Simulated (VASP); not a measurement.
# Ni (Fm-3m) in VASP: notebook, part 2 of 2

VASP 6.6.1. Earlier steps stand in the parts before.

## (3) Single point, r2SCAN

POSCAR reads:

```
Ni
1.0
    0.0000000000      1.7710500000      1.7710500000
    1.7710500000      0.0000000000      1.7710500000
    1.7710500000      1.7710500000      0.0000000000
Ni
1
Direct
    0.0000000000      0.0000000000      0.0000000000
```

INCAR.step1 reads:

```
PREC     = Accurate       # precision mode
ENCUT    = 520            # plane-wave cutoff, eV
ISMEAR   = -1             # smearing method
SIGMA    = 0.003          # smearing width, eV
LREAL    = False          # projectors in reciprocal space
LASPH    = True           # aspherical terms in the spheres
NELM     = 80             # most SCF steps
NBANDS   = 11             # bands
GGA      = PE             # functional
ALGO     = Normal         # electronic algorithm
EDIFF    = 1E-4           # SCF threshold, eV
LWAVE    = True           # write WAVECAR
LCHARG   = False          # write CHGCAR
```

INCAR.step2 reads:

```
PREC     = Accurate       # precision mode
ENCUT    = 520            # plane-wave cutoff, eV
EDIFF    = 1E-6           # SCF threshold, eV
ISMEAR   = -1             # smearing method
SIGMA    = 0.003          # smearing width, eV
LREAL    = False          # projectors in reciprocal space
LASPH    = True           # aspherical terms in the spheres
NELM     = 80             # most SCF steps
ALGO     = Normal         # electronic algorithm
ISIF     = 2              # what is computed and relaxed
LWAVE    = False          # write WAVECAR
LCHARG   = False          # write CHGCAR
METAGGA  = R2SCAN         # meta-GGA
LMIXTAU  = True         
NBANDS   = 11             # bands
ISTART   = 1
```

KPOINTS reads:

```
Automatic mesh
0
Gamma
  13 13 13
```

Potentials or basis: VASP PAW PBE potentials, release 64 (Ni).

Started as:

```bash
$ cat potpaw_PBE.64/Ni/POTCAR > POTCAR
$ cp INCAR.step1 INCAR
$ mpirun -np 1 vasp_std > vasp.out
$ cp INCAR.step2 INCAR
$ mpirun -np 1 vasp_std > vasp.out
```

OUTCAR:

```text
PREC = Accurate
   ENCUT = 520
   EDIFF = 1E-6
   ISMEAR = -1
   LREAL = False
   LASPH = True
   NELM = 80
   ISIF = 2
   METAGGA = R2SCAN
   ISTART = 1

 ion  position               nearest neighbor table
   1  0.000  0.000  0.000-

  LATTYP: Found a face centered cubic cell.
 ALAT       =     3.5421000000

  Lattice vectors:

 A1 = (   0.0000000000,   1.7710500000,   1.7710500000)
 A2 = (   1.7710500000,   0.0000000000,   1.7710500000)
 A3 = (   1.7710500000,   1.7710500000,   0.0000000000)

Analysis of symmetry for initial positions (statically):
=====================================================================
 Subroutine PRICEL returns:
 Original cell was already a primitive cell.

 Routine SETGRP: Setting up the symmetry group for a
 face centered cubic supercell.

 Subroutine GETGRP returns: Found 48 space group operations
[... 9 lines left out ...]

 Routine SETGRP: Setting up the symmetry group for a
 face centered cubic supercell.

 Subroutine GETGRP returns: Found 48 space group operations
[... 11 lines left out ...]
                                     Primitive cell

  volume of cell :      11.1102

  direct lattice vectors                    reciprocal lattice vectors
     0.000000000  1.771050000  1.771050000    -0.282318399  0.282318399  0.282318399
     1.771050000  0.000000000  1.771050000     0.282318399 -0.282318399  0.282318399
     1.771050000  1.771050000  0.000000000     0.282318399  0.282318399 -0.282318399

  length of vectors
     2.504642930  2.504642930  2.504642930     0.488989810  0.488989810  0.488989810

  position of ions in fractional coordinates (direct lattice)
     0.000000000  0.000000000  0.000000000

  ion indices of the primitive-cell ions
   primitive index   ion index
                 1           1

----------------------------------------------------------------------------------------

 KPOINTS: Automatic mesh

Automatic generation of k-mesh.
 Grid dimensions read from file:
 generate k-points for:   13   13   13

 Generating k-lattice:

  Cartesian coordinates                     Fractional coordinates (reciprocal lattice)
    -0.021716800  0.021716800  0.021716800     0.076923077  0.000000000  0.000000000
     0.021716800 -0.021716800  0.021716800     0.000000000  0.076923077  0.000000000
     0.021716800  0.021716800 -0.021716800     0.000000000  0.000000000  0.076923077

  Length of vectors
     0.037614601  0.037614601  0.037614601

  Shift w.r.t. Gamma in fractional coordinates (k-lattice)
     0.000000000  0.000000000  0.000000000

 Subroutine IBZKPT returns following result:
 ===========================================

 Found     84 irreducible k-points:

 Following reciprocal coordinates:
            Coordinates               Weight
  0.000000  0.000000  0.000000      1.000000
  0.076923  0.000000  0.000000      8.000000
  0.153846  0.000000  0.000000      8.000000
  0.230769  0.000000  0.000000      8.000000
  0.307692  0.000000  0.000000      8.000000
  0.384615  0.000000  0.000000      8.000000
[... 16 lines left out ...]
  0.384615  0.153846  0.000000     24.000000
  0.461538  0.153846  0.000000     24.000000
 [... further k-points ...]
   k-points           NKPTS =     84   k-points in BZ     NKDIM =     84   number of bands    NBANDS=     11
   number of dos      NEDOS =    301   number of ions     NIONS =      1
   total plane-waves  NPLWV =   8000
   dimension x,y,z NGX =    20 NGY =   20 NGZ =   20
   dimension x,y,z NGXF=    40 NGYF=   40 NGZF=   40
   ions per type =               1
   NGX,Y,Z   is equivalent  to a cutoff of  13.28, 13.28, 13.28 a.u.
   NGXF,Y,Z  is equivalent  to a cutoff of  26.55, 26.55, 26.55 a.u.
 SYSTEM =  unknown system
   PREC   = accura    normal or accurate (medium, high low for compatibility)
   ISTART =      1    job   : 0-new  1-cont  2-samecut
   ICHARG =      0    charge: 1-file 2-atom 10-const
   ISPIN  =      1    spin polarized calculation?
   LNONCOLLINEAR =      F non collinear calculations
   LSORBIT =      F    spin-orbit coupling
   LASPH  =      T    aspherical Exc in radial PAW
   ENCUT  =  520.0 eV  38.22 Ry    6.18 a.u.   4.66  4.66  4.66*2*pi/ulx,y,z
   NELM   =     80;   NELMIN=  2; NELMDL=  0     # of ELM steps
   EDIFF  = 0.1E-05   stopping-criterion for ELM
   LREAL  =      F    real-space projection
   EDIFFG = 0.1E-04   stopping-criterion for IOM
   NSW    =      0    number of steps for IOM
   IBRION =     -1    ionic relax: 0-MD 1-quasi-New 2-CG
   NFREE  =      0    steps in history (QN), initial steepest desc. (CG)
   ISIF   =      2    stress and relaxation
   ISYM   =      2    0-nonsym 1-usesym 2-fastsym
   POTIM  = 0.5000    time-step for ionic-motion
   TEBEG  =    0.0;   TEEND  =   0.0 temperature during run
   PSTRESS=    0.0 pullay stress
   NELECT =      10.0000    total number of electrons
   NUPDOWN=      -1.0000    fix difference up-down
   EMIN   =  10.00;   EMAX   =-10.00  energy-range for DOS
   EFERMI =   0.00;   METHOD = LEGACY
   ISMEAR =    -1;   SIGMA  =   0.00  broadening in eV -4-tet -1-fermi 0-gaus
   EFERMI_NEDOS =   21; number of points for ismear=-14 and -15
   IALGO  =     38    algorithm
   IMIX   =      4    mixing-type and parameters
     AMIX     =   0.40;   BMIX     =  1.00
     AMIX_MAG =   1.60;   BMIX_MAG =  1.00
  volume/ion in A,a.u.               =      11.11        74.98
  Fermi-wavevector in a.u.,A,eV,Ry     =   1.580644  2.986984 33.993269  2.498435
  Thomas-Fermi vector in A             =   2.680840
   LORBIT       =      0    0 simple, 1 ext, 2 COOP (PROOUT), +10 PAW based schemes
   METAGGA = R2SCAN    functional components
   LHFCALC =     F    Hartree Fock is set to
   AEXX    =    0.0000 exact exchange contribution
   IVDW    =     0    specifies the selected vdW correction
   LEPSILON=     F    determine dielectric tensor
   LRPA    =     F    only Hartree local field effects (RPA)
 non-spin polarized calculation
  energy-cutoff  :      520.00
  volume of cell :       11.11
 maximum number of plane-waves:       310
   NGX =  9   NGY =  9   NGZ =  9

 number of electron      10.0000009 magnetization

 Free energy of the ion-electron system (eV)
  ---------------------------------------------------
  ext. energy  EPLUGINS =         0.00000000
  ---------------------------------------------------
  free energy    TOTEN  =       -11.79385134 eV

  energy without entropy =      -11.79369558  energy(sigma->0) =      -11.79377346

 E-fermi :   8.6894     XC(G=0): -14.2070

 val. band max:        8.6686941765   @ k =   0.4615   0.1538   0.0000
 cond. band min:       8.6919349783   @ k =  -0.3077   0.3846   0.1538
 fundamental gap:      0.0232408018
 Fermi energy:         8.6894151266

 k-point     1 :       0.0000    0.0000    0.0000
  band No.  band energies     occupation
      1      -0.3242      2.00000
      2       6.8707      2.00000
      3       6.8707      2.00000
      4       6.8707      2.00000
      5       7.8675      2.00000
      6       7.8675      2.00000
      7      33.2444      0.00000
      8      37.4043      0.00000
      9      37.4043      0.00000
     10      37.4044      0.00000
     11      40.0936      0.00000

 k-point     2 :       0.0769    0.0000    0.0000
  band No.  band energies     occupation
      1      -0.0876      2.00000
      2       6.8074      2.00000
      3       6.9216      2.00000
      4       6.9216      2.00000
      5       7.8468      2.00000
      6       7.8468      2.00000
      7      32.3103      0.00000
      8      35.0956      0.00000
      9      36.8176      0.00000
     10      36.8176      0.00000
     11      40.9493      0.00000

 k-point     3 :       0.1538    0.0000    0.0000
  band No.  band energies     occupation
      1       0.6029      2.00000
      2       6.6504      2.00000
      3       7.0282      2.00000
      4       7.0282      2.00000
      5       7.8293      2.00000
      6       7.8294      2.00000
      7      28.7673      0.00000
      8      34.1600      0.00000
      9      35.9226      0.00000
     10      35.9227      0.00000
     11      41.5217      0.00000
[... 267 lines left out ...]
 k-point    23 :       0.3846    0.1538    0.0000
  band No.  band energies     occupation
      1       3.8925      2.00000
      2       6.1024      2.00000
      3       6.7450      2.00000
      4       7.2815      2.00000
      5       8.5395      2.00000
      6       8.8172      0.00000
      7      20.3111      0.00000
      8      29.4799      0.00000
      9      29.8095      0.00000
     10      32.5653      0.00000
     11      42.2193      0.00000

 k-point    24 :       0.4615    0.1538    0.0000
  band No.  band energies     occupation
      1       4.5705      2.00000
      2       6.2561      2.00000
      3       6.7992      2.00000
      4       7.1745      2.00000
      5       8.6687      1.99800
      6       9.9518      0.00000
      7      17.1018      0.00000
      8      28.1994      0.00000
      9      30.0148      0.00000
     10      32.1600      0.00000
     11      42.3637      0.00000

 [... further k-points ...]
[... 5 lines left out ...]
  --------------------------------------------------------------------------------------
  -------------------------------------------------------------------------------------
  Total       -0.8796308     -0.8796308     -0.8796308      0.0000000     -0.0000000     -0.0000000
  in kB     -126.8494407   -126.8494407   -126.8494407      0.0000000     -0.0000000     -0.0000000
  external PRESSURE =    -126.8494407 kB  Pullay stress =       0.0000000 kB

 VOLUME and BASIS-vectors are now :
 -----------------------------------------------------------------------------
  energy-cutoff  :      520.00
  volume of cell :       11.11
      direct lattice vectors                 reciprocal lattice vectors
     0.000000000  1.771050000  1.771050000    -0.282318399  0.282318399  0.282318399
     1.771050000  0.000000000  1.771050000     0.282318399 -0.282318399  0.282318399
     1.771050000  1.771050000  0.000000000     0.282318399  0.282318399 -0.282318399

 POSITION                                       TOTAL-FORCE (eV/Angst)
 -----------------------------------------------------------------------------------
      0.00000      0.00000      0.00000        -0.000000     -0.000000     -0.000000
 -----------------------------------------------------------------------------------
    total drift:                                0.000000      0.000000      0.000000

  FREE ENERGIE OF THE ION-ELECTRON SYSTEM (eV)
  ---------------------------------------------------
  free  energy   TOTEN  =       -11.7938513428 eV

  energy  without entropy=      -11.7936955841  energy(sigma->0) =      -11.79377346
```

It took 22 s on 1 thread of Intel Xeon 6975P-C (Granite Rapids), shared host; peak memory 0.13 GiB.

Results:

```yaml
Free_energy: -11.7939 eV
Pressure: -12.7 GPa
Band_gap_on_the_k_mesh: zero (band 5 reaches 8.84 eV, above the bottom of band 6 at 7.83 eV)
```

Caveat: the PAW data sets were made with another functional, which shifts forces and pressure a little; the run has no spin polarisation, though such a crystal can be magnetic. Spin polarisation is off, so any magnetic state and its effect on volume and gap are missing.
